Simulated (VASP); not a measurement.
# K2Zn2SeF4 (a cell with a defect) in VASP: further runs

Aim: see how the results for K2Zn2SeF4 (a cell with a defect) move with the level of theory and the settings. Levels: PBEsol, PBEsol+D3(BJ), r2SCAN. Tasks: single point.

Program: VASP 6.6.1. These are calculated values, not measurements. Logs are shortened: lines on timing, memory, paths and dates and some standing lists are left out, and cuts for length are marked.

## 1. The cell of the first run

The cell holds a defect, 9 atoms: a = 8.105 Å, b = 4.052 Å, c = 4.052 Å, α = 90.00°, β = 90.00°, γ = 90.00°.

## 2. Single point, PBEsol

File INCAR:

```
SYSTEM = K2Zn2SeF4
ALGO = Normal
EDIFF = 1E-6
ENCUT = 520
GGA = PS
ISIF = 2
ISMEAR = -1
LASPH = .True.
LCHARG = .False.
LREAL = .False.
LWAVE = .False.
NBANDS = 48
NELECT = 78.0
NELM = 60
PREC = Accurate
SIGMA = 0.05
```

File KPOINTS:

```
Automatic mesh
0
Gamma
  2 2 2
  0.5 0.5 0.5
```

File POSCAR:

```
K2Zn2SeF4
1.0
    8.1045260000      0.0000000000      0.0000000000
    0.0000000000      4.0522630000      0.0000000000
    0.0000000000      0.0000000000      4.0522630000
K Zn F Se
2 2 4 1
Direct
    0.0061480000      0.0015580000      0.0150890000
    0.4944890000      0.9959370000      0.9951080000
    0.2532760000      0.5048870000      0.5028080000
    0.7388960000      0.5056380000      0.5079200000
    0.7512050000      0.4855980000      0.0061450000
    0.9964680000      0.4825610000      0.5031680000
    0.2564480000      0.9998940000      0.5043440000
    0.7501750000      0.9844490000      0.4970680000
    0.5098650000      0.4880690000      0.5045340000
```

Potentials or basis: VASP PAW PBE potentials, release 64 (K_sv, Zn, F, Se).

Run with:

```
> cat potpaw_PBE.64/K_sv/POTCAR potpaw_PBE.64/Zn/POTCAR potpaw_PBE.64/F/POTCAR potpaw_PBE.64/Se/POTCAR > POTCAR
> mpirun -np 1 vasp_std > vasp.out
```

OUTCAR:

```text
SYSTEM = K2Zn2SeF4
   EDIFF = 1E-6
   ENCUT = 520
   GGA = PS
   ISIF = 2
   ISMEAR = -1
   LASPH = .True.
   LREAL = .False.
   NELECT = 78.0
   NELM = 60
   PREC = Accurate

 ion  position               nearest neighbor table
   1  0.006  0.002  0.015-   6 2.78   7 2.84   6 2.85   5 2.85   8 2.85
   2  0.494  0.996  0.995-   7 2.77   9 2.82   7 2.82   9 2.86   9 2.87   9 2.92   3 3.43
   3  0.253  0.505  0.503-   7 2.01   7 2.05   9 2.08   6 2.08   2 3.43
   4  0.739  0.506  0.508-   9 1.86   8 1.94   5 2.02   5 2.04   6 2.09   8 2.11
   5  0.751  0.486  0.006-   4 2.02   4 2.04   1 2.85
   6  0.996  0.483  0.503-   3 2.08   4 2.09   1 2.78   1 2.85
   7  0.256  1.000  0.504-   3 2.01   3 2.05   2 2.77   2 2.82   1 2.84
   8  0.750  0.984  0.497-   4 1.94   4 2.11   1 2.85
   9  0.510  0.488  0.505-   4 1.86   3 2.08   2 2.82   2 2.86   2 2.87   2 2.92

  LATTYP: Found a simple tetragonal cell.
 ALAT       =     4.0522630000
 C/A-ratio  =     2.0000000000

  Lattice vectors:

 A1 = (   0.0000000000,   4.0522630000,   0.0000000000)
 A2 = (   0.0000000000,   0.0000000000,   4.0522630000)
 A3 = (   8.1045260000,   0.0000000000,   0.0000000000)

Analysis of symmetry for initial positions (statically):
=====================================================================
 Subroutine PRICEL returns:
 Original cell was already a primitive cell.

 Routine SETGRP: Setting up the symmetry group for a
 simple tetragonal supercell.

 Subroutine GETGRP returns: Found  1 space group operations
 (whereof  1 operations were pure point group operations)
 out of a pool of 16 trial point group operations.

The static configuration has the point symmetry C_1 .

Analysis of symmetry for dynamics (positions and initial velocities):
=====================================================================
 Subroutine PRICEL returns:
 Original cell was already a primitive cell.

 Routine SETGRP: Setting up the symmetry group for a
 simple tetragonal supercell.

 Subroutine GETGRP returns: Found  1 space group operations
 (whereof  1 operations were pure point group operations)
 out of a pool of 16 trial point group operations.

The dynamic configuration has the point symmetry C_1 .

 Subroutine INISYM returns: Found  1 space group operations
 (whereof  1 operations are pure point group operations),
 and found     1 'primitive' translations

----------------------------------------------------------------------------------------

                                     Primitive cell

  volume of cell :     133.0831

  direct lattice vectors                    reciprocal lattice vectors
     8.104526000  0.000000000  0.000000000     0.123387845  0.000000000  0.000000000
     0.000000000  4.052263000  0.000000000     0.000000000  0.246775691  0.000000000
     0.000000000  0.000000000  4.052263000     0.000000000  0.000000000  0.246775691

  length of vectors
     8.104526000  4.052263000  4.052263000     0.123387845  0.246775691  0.246775691

  position of ions in fractional coordinates (direct lattice)
     0.006148000  0.001558000  0.015089000
     0.494489000  0.995937000  0.995108000
     0.253276000  0.504887000  0.502808000
     0.738896000  0.505638000  0.507920000
     0.751205000  0.485598000  0.006145000
     0.996468000  0.482561000  0.503168000
     0.256448000  0.999894000  0.504344000
     0.750175000  0.984449000  0.497068000
     0.509865000  0.488069000  0.504534000

  ion indices of the primitive-cell ions
   primitive index   ion index
                 1           1
                 2           2
                 3           3
                 4           4
                 5           5
                 6           6
                 7           7
                 8           8
                 9           9

----------------------------------------------------------------------------------------

 KPOINTS: Automatic mesh

Automatic generation of k-mesh.
 Grid dimensions read from file:
 generate k-points for:    2    2    2

 Generating k-lattice:

  Cartesian coordinates                     Fractional coordinates (reciprocal lattice)
     0.061693923  0.000000000  0.000000000     0.500000000  0.000000000  0.000000000
     0.000000000  0.123387845  0.000000000     0.000000000  0.500000000  0.000000000
     0.000000000  0.000000000  0.123387845     0.000000000  0.000000000  0.500000000

  Length of vectors
     0.061693923  0.123387845  0.123387845

  Shift w.r.t. Gamma in fractional coordinates (k-lattice)
     0.500000000  0.500000000  0.500000000

 Subroutine IBZKPT returns following result:
 ===========================================

 Found      4 irreducible k-points:

 Following reciprocal coordinates:
            Coordinates               Weight
  0.250000  0.250000  0.250000      2.000000
  0.250000 -0.250000  0.250000      2.000000
  0.250000 -0.250000 -0.250000      2.000000
  0.250000  0.250000 -0.250000      2.000000
   k-points           NKPTS =      4   k-points in BZ     NKDIM =      4   number of bands    NBANDS=     48
   number of dos      NEDOS =    301   number of ions     NIONS =      9
   total plane-waves  NPLWV =  54000
   dimension x,y,z NGX =    60 NGY =   30 NGZ =   30
   dimension x,y,z NGXF=   120 NGYF=   60 NGZF=   60
   ions per type =               2   2   4   1
   NGX,Y,Z   is equivalent  to a cutoff of  12.31, 12.31, 12.31 a.u.
   NGXF,Y,Z  is equivalent  to a cutoff of  24.62, 24.62, 24.62 a.u.
 SYSTEM =  K2Zn2SeF4
   PREC   = accura    normal or accurate (medium, high low for compatibility)
   ISTART =      0    job   : 0-new  1-cont  2-samecut
   ICHARG =      2    charge: 1-file 2-atom 10-const
   ISPIN  =      1    spin polarized calculation?
   LNONCOLLINEAR =      F non collinear calculations
   LSORBIT =      F    spin-orbit coupling
   LASPH  =      T    aspherical Exc in radial PAW
   ENCUT  =  520.0 eV  38.22 Ry    6.18 a.u.  15.07  7.53  7.53*2*pi/ulx,y,z
   NELM   =     60;   NELMIN=  2; NELMDL= -5     # of ELM steps
   EDIFF  = 0.1E-05   stopping-criterion for ELM
   LREAL  =      F    real-space projection
   EDIFFG = 0.1E-04   stopping-criterion for IOM
   NSW    =      0    number of steps for IOM
   IBRION =     -1    ionic relax: 0-MD 1-quasi-New 2-CG
   NFREE  =      0    steps in history (QN), initial steepest desc. (CG)
   ISIF   =      2    stress and relaxation
   ISYM   =      2    0-nonsym 1-usesym 2-fastsym
   POTIM  = 0.5000    time-step for ionic-motion
   TEBEG  =    0.0;   TEEND  =   0.0 temperature during run
   PSTRESS=    0.0 pullay stress
   NELECT =      78.0000    total number of electrons
   NUPDOWN=      -1.0000    fix difference up-down
   EMIN   =  10.00;   EMAX   =-10.00  energy-range for DOS
   EFERMI =   0.00;   METHOD = LEGACY
   ISMEAR =    -1;   SIGMA  =   0.05  broadening in eV -4-tet -1-fermi 0-gaus
   EFERMI_NEDOS =   21; number of points for ismear=-14 and -15
   IALGO  =     38    algorithm
   IMIX   =      4    mixing-type and parameters
     AMIX     =   0.40;   BMIX     =  1.00
     AMIX_MAG =   1.60;   BMIX_MAG =  1.00
  volume/ion in A,a.u.               =      14.79        99.79
  Fermi-wavevector in a.u.,A,eV,Ry     =   1.370036  2.588993 25.538128  1.876999
  Thomas-Fermi vector in A             =   2.495858
   LORBIT       =      0    0 simple, 1 ext, 2 COOP (PROOUT), +10 PAW based schemes
   GGA     = PS    functional components
   LHFCALC =     F    Hartree Fock is set to
   AEXX    =    0.0000 exact exchange contribution
   IVDW    =     0    specifies the selected vdW correction
   LEPSILON=     F    determine dielectric tensor
   LRPA    =     F    only Hartree local field effects (RPA)
 non-spin polarized calculation
  energy-cutoff  :      520.00
  volume of cell :      133.08
 maximum number of plane-waves:      3590
 NGX is ok and might be reduce to    60
   NGX = 31   NGY = 15   NGZ = 15

 number of electron      77.9999960 magnetization

 Free energy of the ion-electron system (eV)
  ---------------------------------------------------
  ext. energy  EPLUGINS =         0.00000000
  ---------------------------------------------------
  free energy    TOTEN  =       -22.23886125 eV

  energy without entropy =      -22.23886119  energy(sigma->0) =      -22.23886122

 E-fermi :   5.2199     XC(G=0): -10.5339

 val. band max:        4.3231985596   @ k =   0.2500  -0.2500  -0.2500
 cond. band min:       6.1160899948   @ k =   0.2500   0.2500   0.2500
 fundamental gap:      1.7928914353
 Fermi energy:         5.2198816341

 k-point     1 :       0.2500    0.2500    0.2500
  band No.  band energies     occupation
      1     -27.9969      2.00000
      2     -27.2125      2.00000
      3     -21.9449      2.00000
      4     -21.6400      2.00000
      5     -21.4423      2.00000
      6     -20.9030      2.00000
[... 40 lines left out ...]
     47       9.4797      0.00000
     48       9.7143      0.00000

 k-point     2 :       0.2500   -0.2500    0.2500
  band No.  band energies     occupation
      1     -27.9970      2.00000
      2     -27.2126      2.00000
      3     -21.9449      2.00000
      4     -21.6399      2.00000
      5     -21.4422      2.00000
      6     -20.9030      2.00000
[... 40 lines left out ...]
     47       9.5111      0.00000
     48       9.7872      0.00000

 k-point     3 :       0.2500   -0.2500   -0.2500
  band No.  band energies     occupation
      1     -27.9969      2.00000
      2     -27.2126      2.00000
      3     -21.9449      2.00000
      4     -21.6400      2.00000
      5     -21.4423      2.00000
      6     -20.9030      2.00000
[... 40 lines left out ...]
     47       9.6034      0.00000
     48       9.7818      0.00000

 k-point     4 :       0.2500    0.2500   -0.2500
  band No.  band energies     occupation
      1     -27.9970      2.00000
      2     -27.2125      2.00000
      3     -21.9449      2.00000
      4     -21.6399      2.00000
      5     -21.4423      2.00000
      6     -20.9030      2.00000
[... 40 lines left out ...]
     47       9.5440      0.00000
     48       9.7185      0.00000

------------------------ aborting loop because EDIFF is reached ----------------------------------------

  FORCE on cell =-STRESS in cart. coord.  units (eV):
  Direction    XX          YY          ZZ          XY          YZ          ZX
  --------------------------------------------------------------------------------------
  -------------------------------------------------------------------------------------
  Total       57.0601402     32.9528133     23.3766563      1.1569566     -0.0412637      0.1197669
  in kB      686.9427562    396.7164524    281.4298159     13.9285137     -0.4967711      1.4418643
  external PRESSURE =     455.0296748 kB  Pullay stress =       0.0000000 kB

 VOLUME and BASIS-vectors are now :
 -----------------------------------------------------------------------------
  energy-cutoff  :      520.00
  volume of cell :      133.08
      direct lattice vectors                 reciprocal lattice vectors
     8.104526000  0.000000000  0.000000000     0.123387845  0.000000000  0.000000000
     0.000000000  4.052263000  0.000000000     0.000000000  0.246775691  0.000000000
     0.000000000  0.000000000  4.052263000     0.000000000  0.000000000  0.246775691

 POSITION                                       TOTAL-FORCE (eV/Angst)
 -----------------------------------------------------------------------------------
      0.04983      0.00631      0.06114        -0.049583      0.028729     -0.043430
      4.00760      4.03580      4.03244        -0.265409     -0.164017      0.279908
      2.05268      2.04593      2.03751        -3.613822     -0.010196     -0.038427
      5.98840      2.04898      2.05823        11.718263     -0.241360      0.035151
      6.08816      1.96777      0.02490         1.511351     -0.012235      0.004464
      8.07590      1.95546      2.03897        -2.133639     -0.012532      0.040095
      2.07839      4.05183      2.04373        -0.753164      0.118711      0.010995
      6.07981      3.98925      2.01425         1.691826      0.757487     -0.003647
      4.13221      1.97778      2.04450        -8.105823     -0.464588     -0.285108
 -----------------------------------------------------------------------------------
    total drift:                                0.001375     -0.002351     -0.000377

  FREE ENERGIE OF THE ION-ELECTRON SYSTEM (eV)
  ---------------------------------------------------
  free  energy   TOTEN  =       -22.2388612522 eV

  energy  without entropy=      -22.2388611928  energy(sigma->0) =      -22.23886122
```

Wall time 47 s (1 thread of AMD EPYC 7R43 (Zen 3), shared host); peak memory 0.2 GiB.

Results:

```
Free energy   : -22.2389 eV
Largest force : 11.721 eV/Å
```

Forces in eV/Å, atoms in the order of the input:
```
K   -0.050  0.029 -0.043
K   -0.265 -0.164  0.280
Zn  -3.614 -0.010 -0.038
Zn  11.718 -0.241  0.035
F    1.511 -0.012  0.004
F   -2.134 -0.013  0.040
F   -0.753  0.119  0.011
F    1.692  0.757 -0.004
Se  -8.106 -0.465 -0.285
```

Levels at points of the mesh, in eV from the Fermi level:
```tsv
k point	band 36	band 37	band 38	band 39	band 40	band 41	band 42	band 43
(0.25, 0.25, 0.25)	-4.85	-4.62	-3.77	-0.90	0.90	1.98	2.67	3.28
```

Caveat: the k points lie up to 0.78 Å⁻¹ apart; the cell carries a net charge on a neutralising background, which shifts energy and pressure; the cell is charged against a uniform background, so pressure and absolute levels hang on convention; the PAW data sets were made with another functional, which shifts forces and pressure a little.

## 3. Single point, PBEsol

File INCAR:

```
ALGO = Normal
EDIFF = 1E-6
ENCUT = 520
GGA = PS
ISIF = 2
ISMEAR = -5
LASPH = True
LCHARG = False
LREAL = False
LWAVE = False
NBANDS = 48
NELM = 100
PREC = Accurate
SIGMA = 0.05
```

KPOINTS is that of step 2.

POSCAR is that of step 2.

Potentials or basis: VASP PAW PBE potentials, release 64 (K_sv, Zn, F, Se).

Run with:

```
> cat potpaw_PBE.64/K_sv/POTCAR potpaw_PBE.64/Zn/POTCAR potpaw_PBE.64/F/POTCAR potpaw_PBE.64/Se/POTCAR > POTCAR
> mpirun -np 1 vasp_std > vasp.out
```

OUTCAR:

```text
EDIFF = 1E-6
   ENCUT = 520
   GGA = PS
   ISIF = 2
   ISMEAR = -5
   LASPH = True
   LREAL = False
   NELM = 100
   PREC = Accurate

 ion  position               nearest neighbor table
   1  0.006  0.002  0.015-   6 2.78   7 2.84   6 2.85   5 2.85   8 2.85
   2  0.494  0.996  0.995-   7 2.77   9 2.82   7 2.82   9 2.86   9 2.87   9 2.92   3 3.43
   3  0.253  0.505  0.503-   7 2.01   7 2.05   9 2.08   6 2.08   2 3.43
   4  0.739  0.506  0.508-   9 1.86   8 1.94   5 2.02   5 2.04   6 2.09   8 2.11
   5  0.751  0.486  0.006-   4 2.02   4 2.04   1 2.85
   6  0.996  0.483  0.503-   3 2.08   4 2.09   1 2.78   1 2.85
[... 403 lines left out ...]
  external PRESSURE =     216.5997720 kB  Pullay stress =       0.0000000 kB

 VOLUME and BASIS-vectors are now :
 -----------------------------------------------------------------------------
  energy-cutoff  :      520.00
  volume of cell :      133.08
      direct lattice vectors                 reciprocal lattice vectors
     8.104526000  0.000000000  0.000000000     0.123387845  0.000000000  0.000000000
     0.000000000  4.052263000  0.000000000     0.000000000  0.246775691  0.000000000
     0.000000000  0.000000000  4.052263000     0.000000000  0.000000000  0.246775691

 POSITION                                       TOTAL-FORCE (eV/Angst)
 -----------------------------------------------------------------------------------
      0.04983      0.00631      0.06114        -0.757786     -0.015115     -0.053556
      4.00760      4.03580      4.03244         0.506986     -0.171490      0.296698
      2.05268      2.04593      2.03751        -2.873250     -0.058168      0.016988
      5.98840      2.04898      2.05823        11.231453     -0.158280      0.033494
      6.08816      1.96777      0.02490         1.222925     -0.018124     -0.034795
      8.07590      1.95546      2.03897         1.229261      0.146591      0.024460
      2.07839      4.05183      2.04373        -1.603201     -0.054404     -0.000822
      6.07981      3.98925      2.01425         1.487346      0.735626      0.034210
      4.13221      1.97778      2.04450       -10.443736     -0.406636     -0.316676
 -----------------------------------------------------------------------------------
    total drift:                                0.000571     -0.002494     -0.000405

  FREE ENERGIE OF THE ION-ELECTRON SYSTEM (eV)
  ---------------------------------------------------
  free  energy   TOTEN  =       -30.2055205025 eV

  energy  without entropy=      -30.2055205025  energy(sigma->0) =      -30.20552050
```

OSZICAR:

```text
N       E                     dE             d eps       ncg     rms          rms(c)
DAV:   1     0.884635218694E+03    0.88464E+03   -0.37062E+04   384   0.185E+03
DAV:   2     0.825575613401E+02   -0.80208E+03   -0.76474E+03   400   0.509E+02
DAV:   3    -0.289387374445E+02   -0.11150E+03   -0.11028E+03   416   0.186E+02
DAV:   4    -0.343724476094E+02   -0.54337E+01   -0.54109E+01   544   0.389E+01
DAV:   5    -0.345158557798E+02   -0.14341E+00   -0.14324E+00   568   0.512E+00    0.196E+01
DAV:   6    -0.302679182589E+02    0.42479E+01   -0.10318E+01   608   0.595E+01    0.130E+01
DAV:   7    -0.303237761711E+02   -0.55858E-01   -0.60311E+00   448   0.119E+01    0.718E+00
DAV:   8    -0.303241437536E+02   -0.36758E-03   -0.19719E+00   608   0.162E+01    0.238E+00
DAV:   9    -0.301973034404E+02    0.12684E+00   -0.60230E-01   640   0.141E+01    0.418E-01
DAV:  10    -0.302089736682E+02   -0.11670E-01   -0.14209E-01   448   0.197E+00    0.514E-01
DAV:  11    -0.302054271640E+02    0.35465E-02   -0.14016E-02   624   0.136E+00    0.195E-01
DAV:  12    -0.302054607222E+02   -0.33558E-04   -0.32887E-03   448   0.353E-01    0.804E-02
DAV:  13    -0.302055706342E+02   -0.10991E-03   -0.86352E-04   576   0.530E-01    0.654E-02
DAV:  14    -0.302055251325E+02    0.45502E-04   -0.28981E-04   576   0.174E-01    0.291E-02
DAV:  15    -0.302055241854E+02    0.94710E-06   -0.17019E-04   576   0.102E-01    0.178E-02
DAV:  16    -0.302055202142E+02    0.39712E-05   -0.30826E-05   544   0.425E-02    0.388E-03
DAV:  17    -0.302055205025E+02   -0.28829E-06   -0.34956E-06   416   0.173E-02
   1 F= -.30205521E+02 E0= -.30205521E+02  d E =0.000000E+00
```

It took 44 s on 1 thread of AMD EPYC 7R43 (Zen 3), shared host; peak memory 0.19 GiB.

What came out:

- Free energy: -30.2055 eV
- Pressure: 21.7 GPa
- Largest force: 11.233 eV/Å
- Band gap on the k mesh: 1.89 eV

Forces on the atoms (eV/Å):
```
K    -0.758  -0.015  -0.054
K     0.507  -0.171   0.297
Zn   -2.873  -0.058   0.017
Zn   11.231  -0.158   0.033
F     1.223  -0.018  -0.035
F     1.229   0.147   0.024
F    -1.603  -0.054  -0.001
F     1.487   0.736   0.034
Se  -10.444  -0.407  -0.317
```

Caveat: the k points lie up to 0.78 Å⁻¹ apart; the PAW data sets were made with another functional, which shifts forces and pressure a little.

(Continued in part 2 of 2.)
